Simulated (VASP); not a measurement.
# MoP4 (C2/c) in VASP: single point with r2SCAN

Aim: the single point of MoP4 with r2SCAN.

Program: VASP 6.6.1. These are calculated values, not measurements. Logs are shortened: lines on timing, memory, paths and dates and some standing lists are left out, and cuts for length are marked.

## (1) The cell of the first run

Symmetry: C2/c, No. 15, monoclinic system. The conventional cell has a = 5.313 Å, b = 11.139 Å, c = 5.820 Å, α = 90.00°, β = 110.64°, γ = 90.00°. Within 3.1 Å of Mo (site symmetry 2) lie 6 P at 2.36 to 2.42 Å. Within 3.0 Å of P (site symmetry 1) lie 2 P at 2.25 to 2.30 Å and 2 Mo at 2.36 to 2.42 Å. P (site symmetry 1) has 3 P at 2.23 to 2.30 Å and 1 Mo at 2.39 Å within 2.9 Å.

## (2) Single point, r2SCAN, collinear spin

Input file POSCAR:

```
MoP4
1.0
    2.6565000000     -5.5695000000      0.0000000000
    2.6565000000      5.5695000000      0.0000000000
   -2.0515200000      0.0000000000      5.4464400000
Mo P
2 8
Direct
    0.9375900000      0.0624100000      0.2500000000
    0.0624100000      0.9375900000      0.7500000000
    0.1851800000      0.3623600000      0.6779700000
    0.6376400000      0.8148200000      0.8220300000
    0.8148200000      0.6376400000      0.3220300000
    0.3623600000      0.1851800000      0.1779700000
    0.0527300000      0.4950300000      0.1899600000
    0.5049700000      0.9472700000      0.3100400000
    0.9472700000      0.5049700000      0.8100400000
    0.4950300000      0.0527300000      0.6899600000
```

Input file INCAR.step1:

```
PREC = Accurate
ENCUT = 520
ISMEAR = -1
SIGMA = 0.05
LREAL = False
LASPH = True
NELM = 150
ISPIN = 2
MAGMOM = 2 2 0 0 0 0 0 0 0 0
LMAXMIX = 4
NBANDS = 49
GGA = PE
ALGO = Normal
EDIFF = 1E-4
LWAVE = True
LCHARG = False
```

Input file INCAR.step2:

```
PREC = Accurate
ENCUT = 520
EDIFF = 1E-7
ISMEAR = -1
SIGMA = 0.05
LREAL = False
LASPH = True
NELM = 150
ALGO = Normal
ISIF = 2
LWAVE = False
LCHARG = True
ISPIN = 2
MAGMOM = 2 2 0 0 0 0 0 0 0 0
LORBIT = 11
LMAXMIX = 4
METAGGA = R2SCAN
LMIXTAU = True
LELF = True
LVHAR = True
NBANDS = 49
ISTART = 1
```

Input file KPOINTS:

```
Automatic mesh
0
Gamma
  4 4 4
```

Potentials or basis: VASP PAW PBE potentials, release 64 (Mo_sv, P).

On the command line:

```
$ cat potpaw_PBE.64/Mo_sv/POTCAR potpaw_PBE.64/P/POTCAR > POTCAR
$ cp INCAR.step1 INCAR
$ mpirun -np 1 vasp_std > vasp.out
$ cp INCAR.step2 INCAR
$ mpirun -np 1 vasp_std > vasp.out
```

OUTCAR:

```text
PREC = Accurate
   ENCUT = 520
   EDIFF = 1E-7
   ISMEAR = -1
   LREAL = False
   LASPH = True
   NELM = 150
   ISIF = 2
   ISPIN = 2
   LORBIT = 11
   METAGGA = R2SCAN
   ISTART = 1

 ion  position               nearest neighbor table
   1  0.938  0.062  0.250-   5 2.36   6 2.36   7 2.39   8 2.39   3 2.42   4 2.42   2 3.23   2 3.23

   2  0.062  0.938  0.750-   3 2.36   4 2.36   9 2.39  10 2.39   5 2.42   6 2.42   1 3.23   1 3.23

   3  0.185  0.362  0.678-   4 2.25   9 2.30   2 2.36   1 2.42
   4  0.638  0.815  0.822-   3 2.25  10 2.30   2 2.36   1 2.42
   5  0.815  0.638  0.322-   6 2.25   7 2.30   1 2.36   2 2.42
   6  0.362  0.185  0.178-   5 2.25   8 2.30   1 2.36   2 2.42
   7  0.053  0.495  0.190-   9 2.23   8 2.25   5 2.30   1 2.39
   8  0.505  0.947  0.310-  10 2.23   7 2.25   6 2.30   1 2.39
   9  0.947  0.505  0.810-   7 2.23  10 2.25   3 2.30   2 2.39
  10  0.495  0.053  0.690-   8 2.23   9 2.25   4 2.30   2 2.39

  LATTYP: Found a base centered monoclinic cell.
 ALAT       =     5.3130000000
 B/A-ratio  =     2.0965556183
 C/A-ratio  =     1.0954270079
 COS(beta)  =    -0.3524946217

  Lattice vectors:

 A1 = (   2.6565000000,  -5.5695000000,   0.0000000000)
 A2 = (   2.6565000000,   5.5695000000,   0.0000000000)
 A3 = (  -2.0515200000,   0.0000000000,   5.4464400000)

Analysis of symmetry for initial positions (statically):
=====================================================================
 Subroutine PRICEL returns:
 Original cell was already a primitive cell.

 Routine SETGRP: Setting up the symmetry group for a
 base centered monoclinic supercell.

 Subroutine GETGRP returns: Found  4 space group operations
 (whereof  2 operations were pure point group operations)
 out of a pool of  4 trial point group operations.

The static configuration has the point symmetry S_2 .
 The point group associated with its full space group is C_2h.

Analysis of symmetry for dynamics (positions and initial velocities):
=====================================================================
 Subroutine PRICEL returns:
 Original cell was already a primitive cell.

 Routine SETGRP: Setting up the symmetry group for a
 base centered monoclinic supercell.

 Subroutine GETGRP returns: Found  4 space group operations
 (whereof  2 operations were pure point group operations)
 out of a pool of  4 trial point group operations.

The dynamic configuration has the point symmetry S_2 .
 The point group associated with its full space group is C_2h.

Analysis of structural, dynamic, and magnetic symmetry:
[... 179 lines left out ...]
 val. band max:        9.2025139626   @ k =   0.2500   0.2500   0.0000
 cond. band min:       9.2837070104   @ k =   0.5000  -0.0000   0.0000
 fundamental gap:      0.0811930477
 Fermi energy:         9.2459238894

 spin component 1

 k-point     1 :       0.0000    0.0000    0.0000
  band No.  band energies     occupation
      1     -53.5381      1.00000
      2     -53.5190      1.00000
      3     -27.2485      1.00000
      4     -27.0512      1.00000
      5     -27.0364      1.00000
      6     -27.0123      1.00000
[... 1165 lines left out ...]
     45      13.3982      0.00000
     46      13.3982      0.00000
 Fermi energy:         9.2459238894

 spin component 2

 k-point     1 :       0.0000    0.0000    0.0000
  band No.  band energies     occupation
      1     -53.5381      1.00000
      2     -53.5190      1.00000
      3     -27.2485      1.00000
      4     -27.0512      1.00000
      5     -27.0364      1.00000
      6     -27.0123      1.00000
[... 1165 lines left out ...]
     45      13.3982      0.00000
     46      13.3982      0.00000
 [bands above 46 left out]

------------------------ aborting loop because EDIFF is reached ----------------------------------------

  FORCE on cell =-STRESS in cart. coord.  units (eV):
  Direction    XX          YY          ZZ          XY          YZ          ZX
  --------------------------------------------------------------------------------------
  -------------------------------------------------------------------------------------
  Total        1.1537947      0.8403739      3.8294974      0.0000000      0.0000000     -0.3700951
  in kB       11.4701836      8.3543830     38.0700647      0.0000000      0.0000000     -3.6792148
  external PRESSURE =      19.2982104 kB  Pullay stress =       0.0000000 kB

 VOLUME and BASIS-vectors are now :
 -----------------------------------------------------------------------------
  energy-cutoff  :      520.00
  volume of cell :      161.16
      direct lattice vectors                 reciprocal lattice vectors
     2.656500000 -5.569500000  0.000000000     0.188217580 -0.089774666  0.070896242
     2.656500000  5.569500000  0.000000000     0.188217580  0.089774666  0.070896242
    -2.051520000  0.000000000  5.446440000     0.000000000  0.000000000  0.183606172

 POSITION                                       TOTAL-FORCE (eV/Angst)
 -----------------------------------------------------------------------------------
      2.14362     -4.87432      1.36161        -0.000000     -0.797794     -0.000000
      1.11786      4.87432      4.08483        -0.000000      0.797794      0.000000
      0.06367      0.98680      3.69252         0.868923      1.078154      0.831845
      2.17205      0.98680      4.47714        -0.868923      1.078154     -0.831845
      3.19781     -0.98680      1.75392        -0.868923     -1.078154     -0.831845
      1.08943     -0.98680      0.96930         0.868923     -1.078154      0.831845
      1.06542      2.46339      1.03461         0.937859      1.069130     -0.199728
      3.22182      2.46339      1.68861        -0.937859      1.069130      0.199728
      2.19606     -2.46339      4.41183        -0.937859     -1.069130      0.199728
      0.03966     -2.46339      3.75783         0.937859     -1.069130     -0.199728
 -----------------------------------------------------------------------------------
    total drift:                               -0.000000     -0.000000     -0.000000

  FREE ENERGIE OF THE ION-ELECTRON SYSTEM (eV)
  ---------------------------------------------------
  free  energy   TOTEN  =      -127.6071320822 eV

  energy  without entropy=     -127.6019339226  energy(sigma->0) =     -127.60453300

 total charge

# of ion       s       p       d       tot
------------------------------------------
    1        2.295   6.230   4.187  12.712
    2        2.295   6.230   4.187  12.712
    3        1.031   1.450   0.000   2.481
    4        1.031   1.450   0.000   2.481
    5        1.031   1.450   0.000   2.481
    6        1.031   1.450   0.000   2.481
    7        1.039   1.434   0.000   2.473
    8        1.039   1.434   0.000   2.473
    9        1.039   1.434   0.000   2.473
   10        1.039   1.434   0.000   2.473
--------------------------------------------------
tot         12.870  23.997   8.373  45.240

 magnetization (x)

# of ion       s       p       d       tot
------------------------------------------
    1       -0.000  -0.000   0.000   0.000
    2       -0.000  -0.000   0.000   0.000
    3        0.000   0.000   0.000   0.000
    4        0.000   0.000   0.000   0.000
    5        0.000   0.000   0.000   0.000
    6        0.000   0.000   0.000   0.000
    7       -0.000  -0.000   0.000  -0.000
    8       -0.000  -0.000   0.000  -0.000
    9       -0.000  -0.000   0.000  -0.000
   10       -0.000  -0.000   0.000  -0.000
--------------------------------------------------
tot         -0.000  -0.000   0.000   0.000
```

OUTCAR.step1:

```text
PREC = Accurate
   ENCUT = 520
   ISMEAR = -1
   LREAL = False
   LASPH = True
   NELM = 150
[... 2631 lines left out ...]
      3.22182      2.46339      1.68861        -0.729455      0.900090      0.110198
      2.19606     -2.46339      4.41183        -0.729455     -0.900090      0.110198
      0.03966     -2.46339      3.75783         0.729455     -0.900090     -0.110198
 -----------------------------------------------------------------------------------
    total drift:                               -0.000000     -0.000000     -0.000000

  FREE ENERGIE OF THE ION-ELECTRON SYSTEM (eV)
  ---------------------------------------------------
  free  energy   TOTEN  =       -68.1757378997 eV

  energy  without entropy=      -68.1693112665  energy(sigma->0) =      -68.17252458
```

Run time: 12 min. Hardware: 1 thread of Intel Xeon 6975P-C (Granite Rapids), shared host; peak memory 0.61 GiB.

What came out:

| Quantity | Value |
| --- | --- |
| Free energy | -127.6071 eV |
| Pressure | 1.9 GPa |
| Largest force | 1.615 eV/Å |
| Band gap on the k mesh | zero (filled and empty bands overlap) |
| Net moment | 0.00 μB per cell |
| Valence electrons inside the program's atomic spheres | Mo 12.71; P 2.48, 2.47 (each value once) |

Forces on the atoms (eV/Å):
```
Mo   0.000 -0.798  0.000
Mo   0.000  0.798  0.000
P    0.869  1.078  0.832
P   -0.869  1.078 -0.832
P   -0.869 -1.078 -0.832
P    0.869 -1.078  0.832
P    0.938  1.069 -0.200
P   -0.938  1.069  0.200
P   -0.938 -1.069  0.200
P    0.938 -1.069 -0.200
```

Caveat: the PAW data sets were made with another functional, which shifts forces and pressure a little.

The gap in the log of VASP goes by the Fermi energy; the results here count the filled bands.